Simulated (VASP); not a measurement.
# BaBe (Fmmm) in VASP: further runs, part 2 of 3

VASP 6.6.1.

**3. Relaxation of cell and atoms, PBE**

This run uses another cell than the first one, of 27.96 Å³/atom.

The input, INCAR:

```
  ALGO = Normal
  EDIFF = 1E-6
  EDIFFG = -0.04
  ENCUT = 600
  GGA = PE
  IBRION = 2
  ISIF = 3
  ISMEAR = 0
  LASPH = True
  LCHARG = False
  LREAL = False
  LWAVE = False
  NELM = 60
  NSW = 90
  PREC = Accurate
  SIGMA = 0.1
```

The input, KPOINTS:

```
k-points
0
Gamma
  4 4 4
```

The input, POSCAR:

```
BaBe
1.0
    0.0000000000      3.5141626876      5.1836410982
    3.0695090592      0.0000000000      5.1836410982
    3.0695090592      3.5141626876      0.0000000000
Ba Be
2 2
Direct
    0.0000000000      0.5000000000      0.0000000000
    0.5000000000      0.0000000000      0.5000000000
    0.1250000000      0.1250000000      0.8750000000
    0.8750000000      0.8750000000      0.1250000000
```

Potentials or basis: VASP PAW PBE potentials, release 64 (Ba_sv, Be).

Launch:

```
$ cat potpaw_PBE.64/Ba_sv/POTCAR potpaw_PBE.64/Be/POTCAR > POTCAR
$ mpirun -np 1 vasp_std > vasp.out
```

OUTCAR:

```text
EDIFF = 1E-6
   EDIFFG = -0.04
   ENCUT = 600
   GGA = PE
   IBRION = 2
   ISIF = 3
   ISMEAR = 0
   LASPH = True
   LREAL = False
   NELM = 60
   NSW = 90
   PREC = Accurate

 ion  position               nearest neighbor table
   1  0.000  0.500  0.000-   3 2.01   4 2.01   2 3.07   2 3.07   2 3.51   2 3.51
   2  0.500  0.000  0.500-   3 2.01   4 2.01   1 3.07   1 3.07   1 3.51   1 3.51
   3  0.125  0.125  0.875-   1 2.01   2 2.01
   4  0.875  0.875  0.125-   1 2.01   2 2.01

  LATTYP: Found a face centered orthorhombic cell.
 ALAT       =     6.1390181184
 B/A-ratio  =     1.1448614810
 C/A-ratio  =     1.6887525002

  Lattice vectors:

 A1 = (   0.0000000000,   3.5141626876,   5.1836410982)
 A2 = (   3.0695090592,   0.0000000000,   5.1836410982)
 A3 = (   3.0695090592,   3.5141626876,   0.0000000000)

Analysis of symmetry for initial positions (statically):
=====================================================================
 Subroutine PRICEL returns:
 Original cell was already a primitive cell.

 Routine SETGRP: Setting up the symmetry group for a
 face centered orthorhombic supercell.

 Subroutine GETGRP returns: Found  8 space group operations
 (whereof  8 operations were pure point group operations)
 out of a pool of  8 trial point group operations.

The static configuration has the point symmetry D_2h.

Analysis of symmetry for dynamics (positions and initial velocities):
=====================================================================
 Subroutine PRICEL returns:
 Original cell was already a primitive cell.

 Routine SETGRP: Setting up the symmetry group for a
 face centered orthorhombic supercell.

 Subroutine GETGRP returns: Found  8 space group operations
 (whereof  8 operations were pure point group operations)
 out of a pool of  8 trial point group operations.

The dynamic configuration has the point symmetry D_2h.

 Subroutine INISYM returns: Found  8 space group operations
 (whereof  8 operations are pure point group operations),
 and found     1 'primitive' translations

----------------------------------------------------------------------------------------

                                     Primitive cell

  volume of cell :     111.8293

  direct lattice vectors                    reciprocal lattice vectors
     0.000000000  3.514162688  5.183641098    -0.162892499  0.142281404  0.096457295
     3.069509059  0.000000000  5.183641098     0.162892499 -0.142281404  0.096457295
     3.069509059  3.514162688  0.000000000     0.162892499  0.142281404 -0.096457295

  length of vectors
     6.262545363  6.024285924  4.665964558     0.236816329  0.236816329  0.236816329

  position of ions in fractional coordinates (direct lattice)
     0.000000000  0.500000000  0.000000000
     0.500000000  0.000000000  0.500000000
     0.125000000  0.125000000  0.875000000
     0.875000000  0.875000000  0.125000000

  ion indices of the primitive-cell ions
   primitive index   ion index
                 1           1
                 2           2
                 3           3
                 4           4

----------------------------------------------------------------------------------------

[... 26 lines left out ...]
  0.000000  0.000000  0.000000      1.000000
  0.250000  0.000000  0.000000      8.000000
  0.500000  0.000000  0.000000      4.000000
  0.250000  0.250000  0.000000      2.000000
  0.500000  0.250000  0.000000      8.000000
 -0.250000  0.250000 -0.000000      4.000000
[... 10 lines left out ...]
 -0.250000  0.250000  0.500000      2.000000
  0.000000  0.500000  0.500000      1.000000
   k-points           NKPTS =     18   k-points in BZ     NKDIM =     18   number of bands    NBANDS=     16
   number of dos      NEDOS =    301   number of ions     NIONS =      4
   total plane-waves  NPLWV =  96000
   dimension x,y,z NGX =    50 NGY =   48 NGZ =   40
   dimension x,y,z NGXF=   100 NGYF=   96 NGZF=   80
   ions per type =               2   2
   NGX,Y,Z   is equivalent  to a cutoff of  13.27, 13.25, 14.25 a.u.
   NGXF,Y,Z  is equivalent  to a cutoff of  26.55, 26.49, 28.50 a.u.
 SYSTEM =  unknown system
   PREC   = accura    normal or accurate (medium, high low for compatibility)
   ISTART =      0    job   : 0-new  1-cont  2-samecut
   ICHARG =      2    charge: 1-file 2-atom 10-const
   ISPIN  =      1    spin polarized calculation?
   LNONCOLLINEAR =      F non collinear calculations
   LSORBIT =      F    spin-orbit coupling
   LASPH  =      T    aspherical Exc in radial PAW
   ENCUT  =  600.0 eV  44.10 Ry    6.64 a.u.  12.51 12.03  9.32*2*pi/ulx,y,z
   NELM   =     60;   NELMIN=  2; NELMDL= -5     # of ELM steps
   EDIFF  = 0.1E-05   stopping-criterion for ELM
   LREAL  =      F    real-space projection
   EDIFFG = -.4E-01   stopping-criterion for IOM
   NSW    =     90    number of steps for IOM
   IBRION =      2    ionic relax: 0-MD 1-quasi-New 2-CG
   NFREE  =      1    steps in history (QN), initial steepest desc. (CG)
   ISIF   =      3    stress and relaxation
   ISYM   =      2    0-nonsym 1-usesym 2-fastsym
   POTIM  = 0.5000    time-step for ionic-motion
   TEBEG  =    0.0;   TEEND  =   0.0 temperature during run
   PSTRESS=    0.0 pullay stress
   NELECT =      24.0000    total number of electrons
   NUPDOWN=      -1.0000    fix difference up-down
   EMIN   =  10.00;   EMAX   =-10.00  energy-range for DOS
   EFERMI =   0.00;   METHOD = LEGACY
   ISMEAR =     0;   SIGMA  =   0.10  broadening in eV -4-tet -1-fermi 0-gaus
   EFERMI_NEDOS =   21; number of points for ismear=-14 and -15
   IALGO  =     38    algorithm
   IMIX   =      4    mixing-type and parameters
     AMIX     =   0.40;   BMIX     =  1.00
     AMIX_MAG =   1.60;   BMIX_MAG =  1.00
  volume/ion in A,a.u.               =      27.96       188.67
  Fermi-wavevector in a.u.,A,eV,Ry     =   0.980152  1.852218 13.071084  0.960698
  Thomas-Fermi vector in A             =   2.111060
   LORBIT       =      0    0 simple, 1 ext, 2 COOP (PROOUT), +10 PAW based schemes
   GGA     = PE    functional components
   LHFCALC =     F    Hartree Fock is set to
   AEXX    =    0.0000 exact exchange contribution
   IVDW    =     0    specifies the selected vdW correction
   LEPSILON=     F    determine dielectric tensor
   LRPA    =     F    only Hartree local field effects (RPA)
 conjugate gradient relaxation of ions
 non-spin polarized calculation
 Gauss-broadening in eV      SIGMA  =   0.10
  energy-cutoff  :      600.00
  volume of cell :      111.83
 maximum number of plane-waves:      3767
   NGX = 25   NGY = 25   NGZ = 19

--------------------------------------- Ionic step        1  -------------------------------------------

 number of electron      24.0000000 magnetization

 Free energy of the ion-electron system (eV)
  ---------------------------------------------------
  ext. energy  EPLUGINS =         0.00000000
  ---------------------------------------------------
  free energy    TOTEN  =         3.04947278 eV

  energy without entropy =        3.06567339  energy(sigma->0) =        3.05757309

------------------------ aborting loop because EDIFF is reached ----------------------------------------

  FORCE on cell =-STRESS in cart. coord.  units (eV):
  Direction    XX          YY          ZZ          XY          YZ          ZX
  --------------------------------------------------------------------------------------
  -------------------------------------------------------------------------------------
  Total       38.5173831     -0.4533460     17.1075748      0.0000000      0.0000000      0.0000000
  in kB      551.8380631     -6.4950829    245.1000089      0.0000000      0.0000000      0.0000000
  external PRESSURE =     263.4809964 kB  Pullay stress =       0.0000000 kB
[... 95 lines left out ...]
  FREE ENERGIE OF THE ION-ELECTRON SYSTEM (eV)
  ---------------------------------------------------
  free  energy   TOTEN  =        -5.8790172878 eV

  energy  without entropy=       -5.8559292344  energy(sigma->0) =       -5.86747326

[... ionic steps 4 to 19 ...]

--------------------------------------- Ionic step       20  -------------------------------------------

 number of electron      23.9999999 magnetization

------------------------ aborting loop because EDIFF is reached ----------------------------------------
[... 71 lines left out ...]
--------------------------------------- Ionic step       22  -------------------------------------------

 number of electron      24.0000000 magnetization

 Free energy of the ion-electron system (eV)
  ---------------------------------------------------
  ext. energy  EPLUGINS =         0.00000000
  ---------------------------------------------------
  free energy    TOTEN  =        -6.33562931 eV

  energy without entropy =       -6.31166821  energy(sigma->0) =       -6.32364876

 E-fermi :   0.6328     XC(G=0):  -6.7497

 val. band max:        0.6143037653   @ k =  -0.2500  -0.0000   0.2500
 cond. band min:       0.6624162039   @ k =   0.5000   0.0000   0.0000
 fundamental gap:      0.0481124386
 Fermi energy:         0.6328159852

 k-point     1 :       0.0000    0.0000    0.0000
  band No.  band energies     occupation
      1     -28.2913      2.00000
      2     -28.2203      2.00000
      3     -13.9403      2.00000
      4     -13.4721      2.00000
      5     -13.4704      2.00000
      6     -13.3728      2.00000
[... 362 lines left out ...]
  FREE ENERGIE OF THE ION-ELECTRON SYSTEM (eV)
  ---------------------------------------------------
  free  energy   TOTEN  =        -6.3356293094 eV

  energy  without entropy=       -6.3116682053  energy(sigma->0) =       -6.32364876

 reached required accuracy - stopping structural energy minimisation
```

Wall time 7.2 min (1 thread of Intel Xeon 6975P-C (Granite Rapids), shared host); peak memory 0.31 GiB.

What came out:

```yaml
Free_energy: -6.3356 eV
Relaxed_volume: 48.32 Å³/atom
Relaxed_cell: a = 6.280 Å, b = 7.021 Å, c = 6.374 Å, α = 55.66°, β = 67.40°, γ = 56.94°
Space_group_after_relaxing_to_0.1_Å: Fmmm (No. 69)
Energy_gained_by_relaxing: 2346.3 meV/atom
Ionic_steps: 22
Pressure_after_relaxing: 0.0 GPa
Largest_force_after_relaxing: 0.035 eV/Å
Band_gap_on_the_k_mesh: zero (bands 12 and 13 overlap by 0.21 eV)
```

Forces on the atoms (eV/Å):
```
Ba   0.000  0.000  0.000
Ba   0.000  0.000  0.000
Be   0.000  0.000 -0.035
Be   0.000  0.000  0.035
```

Stress tensor (GPa, compression positive):
```
 0.04  0.00  0.00
 0.00 -0.04  0.00
 0.00  0.00  0.03
```

The path:
| step | energy change (eV) | largest force (eV/Å) | pressure (GPa) | volume (Å³) |
| --- | --- | --- | --- | --- |
| 1 | 0.0000 | 9.6817 | 26.35 | 111.83 |
| 2 | -8.9770 | 0.4889 | 0.08 | 196.49 |
| 3 | -8.9285 | 0.8922 | 1.06 | 175.67 |
| 4 | -9.0267 | 0.0408 | 0.37 | 188.23 |
| 5 | -9.0269 | 0.1557 | 0.44 | 186.53 |
| 6 | -9.1252 | 0.1357 | 0.40 | 189.74 |
| 7 | -9.2044 | 1.0756 | 0.53 | 196.17 |
| 8 | -9.2649 | 0.6587 | 0.26 | 201.68 |
| 9 | -9.3070 | 0.1121 | -0.07 | 210.31 |
| 10 | -9.3089 | 0.0052 | -0.13 | 212.22 |
| 11 | -9.3208 | 0.0655 | -0.16 | 212.17 |
| 12 | -9.3433 | 0.2550 | -0.24 | 211.78 |
| 13 | -9.3381 | 0.6746 | -0.26 | 210.02 |
| 14 | -9.3478 | 0.4369 | -0.26 | 211.21 |
| 15 | -9.3566 | 0.3254 | -0.28 | 210.09 |
| 16 | -9.3719 | 0.0350 | -0.33 | 206.66 |
| 17 | -9.3741 | 0.0838 | -0.34 | 205.01 |
| 18 | -9.3793 | 0.0413 | -0.24 | 202.01 |
| 19 | -9.3830 | 0.0473 | -0.02 | 196.41 |
| 20 | -9.3840 | 0.0053 | -0.01 | 195.37 |
| 21 | -9.3844 | 0.0715 | 0.01 | 194.04 |
| 22 | -9.3851 | 0.0355 | 0.01 | 193.29 |

Final structure:
```
Ba Be
1.0
     0.00000    3.92195    4.90445
     5.02431    0.00000    4.90445
     5.02431    3.92195    0.00000
Ba Be
2 2
Direct
  0.00000 0.50000 0.00000
  0.50000 0.00000 0.50000
  0.10072 0.10072 0.89928
  0.89928 0.89928 0.10072
```

Levels at points of the mesh, in eV from the Fermi level:
```tsv
k point	band 10	band 11	band 12	band 13	band 14	band 15
(0.00, 0.00, 0.00)	-0.78	-0.36	-0.14	0.26	0.57	0.79
(0.50, 0.00, 0.00)	-1.58	-0.27	-0.02	0.03	0.91	1.34
(0.50, 0.50, 0.00)	-2.29	-1.00	-0.81	0.10	1.33	1.57
(0.50, 0.00, 0.50)	-0.38	-0.23	-0.18	0.06	0.52	0.66
(0.00, 0.50, 0.50)	-1.49	-1.47	-0.68	0.10	0.62	1.36
```

Caveat: the k points lie up to 0.30 Å⁻¹ apart in the final cell; the volume moved by over 15 % at a fixed basis, so the end points are rough; spin-orbit coupling is left out, which moves the levels of the heavy elements.

(Part 2 of 3 ends here.)

The gap in the log of VASP goes by the Fermi energy; the results here count the filled bands.